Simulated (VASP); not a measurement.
# WS2 (P4/mmm) in VASP: notebook, part 2 of 2

VASP 6.6.1.

### 3 Single point, PBE

This run uses another cell than the first one, of 20.32 Å³/atom, 1.036 times its volume.

INCAR

```
PREC = Accurate
ENCUT = 520
EDIFF = 1E-6
ISMEAR = 0
SIGMA = 0.1
LREAL = False
LASPH = True
NELM = 100
ALGO = Normal
ISIF = 2
LWAVE = False
LCHARG = True
GGA = PE
LELF = True
LVHAR = True
NBANDS = 20
```

KPOINTS

```
regular mesh
0
Gamma
  6 6 4
```

POSCAR

```
WS2
1.0
    2.9596713287      0.0000000000      0.0000000000
    0.0000000000      2.9596713287      0.0000000000
    0.0000000000      0.0000000000      6.9580773509
W S
1 2
Direct
    0.0000000000      0.0000000000      0.0000000000
    0.5000000000      0.5000000000      0.2092310433
    0.5000000000      0.5000000000      0.7907689567
```

Potentials or basis: VASP PAW PBE potentials, release 64 (W_sv, S).

Run with:

```
cat potpaw_PBE.64/W_sv/POTCAR potpaw_PBE.64/S/POTCAR > POTCAR
mpirun -np 1 vasp_std > vasp.out
```

OUTCAR:

```text
PREC = Accurate
   ENCUT = 520
   EDIFF = 1E-6
   ISMEAR = 0
   LREAL = False
   LASPH = True
   NELM = 100
   ISIF = 2
   GGA = PE

 ion  position               nearest neighbor table
   1  0.000  0.000  0.000-   2 2.55   3 2.55   2 2.55   3 2.55   2 2.55   3 2.55   2 2.55   3 2.55

   2  0.500  0.500  0.209-   1 2.55   1 2.55   1 2.55   1 2.55
   3  0.500  0.500  0.791-   1 2.55   1 2.55   1 2.55   1 2.55

  LATTYP: Found a simple tetragonal cell.
 ALAT       =     2.9596713287
[... 747 lines left out ...]

  FORCE on cell =-STRESS in cart. coord.  units (eV):
  Direction    XX          YY          ZZ          XY          YZ          ZX
  --------------------------------------------------------------------------------------
  -------------------------------------------------------------------------------------
  Total        0.0941853      0.0941853      0.0642321      0.0000000      0.0000000      0.0000000
  in kB        2.4758107      2.4758107      1.6884424      0.0000000      0.0000000      0.0000000
  external PRESSURE =       2.2133546 kB  Pullay stress =       0.0000000 kB

 VOLUME and BASIS-vectors are now :
 -----------------------------------------------------------------------------
  energy-cutoff  :      520.00
  volume of cell :       60.95
      direct lattice vectors                 reciprocal lattice vectors
     2.959671329  0.000000000  0.000000000     0.337875355  0.000000000  0.000000000
     0.000000000  2.959671329  0.000000000     0.000000000  0.337875355  0.000000000
     0.000000000  0.000000000  6.958077351     0.000000000  0.000000000  0.143717862

 POSITION                                       TOTAL-FORCE (eV/Angst)
 -----------------------------------------------------------------------------------
      0.00000      0.00000      0.00000         0.000000      0.000000      0.000000
      1.47984      1.47984      1.45585         0.000000     -0.000000      0.010120
      1.47984      1.47984      5.50223        -0.000000     -0.000000     -0.010120
 -----------------------------------------------------------------------------------
    total drift:                                0.000000     -0.000000     -0.000000

  FREE ENERGIE OF THE ION-ELECTRON SYSTEM (eV)
  ---------------------------------------------------
  free  energy   TOTEN  =       -22.2490420287 eV

  energy  without entropy=      -22.2397518134  energy(sigma->0) =      -22.24439692
```

stdout:

```text
POSCAR found type information on POSCAR W S
 POSCAR found :  2 types and       3 ions
 scaLAPACK will be used
 LDA part: xc-table for (Slater+PW92), standard interpolation
 POSCAR, INCAR and KPOINTS ok, starting setup
 FFT: planning ... GRIDC
 FFT: planning ... GRID_SOFT
 FFT: planning ... GRID
 WAVECAR not read
 entering main loop
```

It took 13 s on 1 thread of Intel Xeon 6975P-C (Granite Rapids), shared host; peak memory 0.19 GiB.

What came out:

```yaml
Free_energy: -22.2490 eV
Pressure: 0.2 GPa
Largest_force: 0.010 eV/Å
Band_gap_on_the_k_mesh: zero (band 13 reaches 6.21 eV, above the bottom of band 14 at 5.45 eV)
```

Forces in eV/Å, atoms in the order of the input:
```
W    0.000  0.000  0.000
S    0.000  0.000  0.010
S    0.000  0.000 -0.010
```

Caveat: spin-orbit coupling is left out, which moves the levels of the heavy elements; this functional lacks dispersion, which binds the layers, so the pressure and a relaxed spacing across them are unreliable.

### 4 Single point, PBE

This run uses another cell than the first one: it holds 6 atoms, not 3.

INCAR

```
  ALGO = Normal
  EDIFF = 1E-6
  ENCUT = 520
  GGA = PE
  ISIF = 2
  ISMEAR = 0
  LASPH = True
  LCHARG = False
  LREAL = False
  LWAVE = False
  NBANDS = 35
  NELM = 100
  PREC = Accurate
  SIGMA = 0.2
```

KPOINTS

```
k-points
0
Gamma
  8 8 2
```

POSCAR

```
WS2
1.0
    2.9631155479      0.0000000000      0.0000000000
    0.0000000000      2.9631155479      0.0000000000
    0.0000000000      0.0000000000     14.4826590818
W S
2 4
Direct
    1.0000000000      0.0000000000      0.0000000000
    1.0000000000      0.0000000000      0.5000000000
    0.5000000000      0.5000000000      0.1002424159
    0.5000000000      0.5000000000      0.6002424159
    0.5000000000      0.5000000000      0.3997575841
    0.5000000000      0.5000000000      0.8997575841
```

Run with:

```
cat potpaw_PBE.64/W_sv/POTCAR potpaw_PBE.64/S/POTCAR > POTCAR
mpirun -np 1 vasp_std > vasp.out
```

It took 56 s on 1 thread of Intel Xeon 6975P-C (Granite Rapids), shared host; peak memory 0.29 GiB.

It converged, with:

```
Free energy            : -44.5804 eV
Pressure               : 0.0 GPa
Largest force          : 0.038 eV/Å
Band gap on the k mesh : zero (band 26 reaches 5.72 eV, above the bottom of band 27 at 5.06 eV)
```

Forces in eV/Å, atoms in the order of the input:
```
W    0.000  0.000  0.000
W    0.000  0.000  0.000
S    0.000  0.000  0.038
S    0.000  0.000  0.038
S    0.000  0.000 -0.038
S    0.000  0.000 -0.038
```

Stress tensor (GPa, compression positive):
```
-0.05  0.00  0.00
 0.00 -0.05  0.00
 0.00  0.00  0.22
```

Levels at points of the mesh, in eV from the Fermi level:
| k point | band 22 | band 23 | band 24 | band 25 | band 26 | band 27 | band 28 | band 29 | band 30 | band 31 |
| --- | --- | --- | --- | --- | --- | --- | --- | --- | --- | --- |
| (0.00, 0.00, 0.00) | -1.89 | -0.69 | -0.69 | -0.68 | -0.68 | -0.19 | 0.15 | 1.63 | 1.63 | 4.58 |
| (0.50, 0.00, 0.00) | -2.58 | -2.46 | -2.42 | 0.47 | 0.47 | 0.56 | 0.57 | 3.23 | 3.30 | 3.36 |
| (0.50, 0.50, 0.00) | -4.69 | -0.92 | -0.91 | -0.35 | -0.10 | 3.13 | 3.13 | 3.29 | 3.29 | 3.93 |
| (0.00, 0.00, 0.50) | -2.22 | -0.69 | -0.69 | -0.69 | -0.69 | 0.01 | 0.01 | 1.63 | 1.63 | 4.59 |
| (0.50, 0.00, 0.50) | -2.69 | -2.44 | -2.44 | 0.47 | 0.47 | 0.57 | 0.57 | 3.26 | 3.26 | 3.45 |
| (0.50, 0.50, 0.50) | -4.75 | -0.91 | -0.91 | -0.23 | -0.23 | 3.21 | 3.21 | 3.21 | 3.21 | 3.93 |

Caveat: spin-orbit coupling is left out, which moves the levels of the heavy elements; this functional lacks dispersion, which binds the layers, so the pressure and a relaxed spacing across them are unreliable.

### 5 Overview

```tsv
cell	k mesh	smearing	gap on the mesh (eV)	pressure (GPa)	largest force (eV/Å)
a = 3.051, b = 3.051, c = 6.324 Å, 3 atoms	6 × 6 × 4	gaussian 0.1 eV	none	-18.4	4.36
a = 2.960, b = 2.960, c = 6.958 Å, 3 atoms	6 × 6 × 4	gaussian 0.1 eV	none	0.2	0.01
a = 2.963, b = 2.963, c = 14.483 Å, 6 atoms	8 × 8 × 2	gaussian 0.2 eV	none	0.0	0.04
```

Alike in all rows: task single point; level PBE; potentials or basis VASP PAW PBE potentials, release 64 (W_sv, S); no spin polarisation; cutoff (eV) 520.

Caveats: spin-orbit coupling is left out, which moves the levels of the heavy elements; this functional lacks dispersion, which binds the layers, so the pressure and a relaxed spacing across them are unreliable (some runs); forces of over 1 eV/Å act on the atoms, so gaps and moduli don't describe the material at rest (some runs).

Total energies depend on the potentials used, so only differences within one code and one set of settings carry meaning.
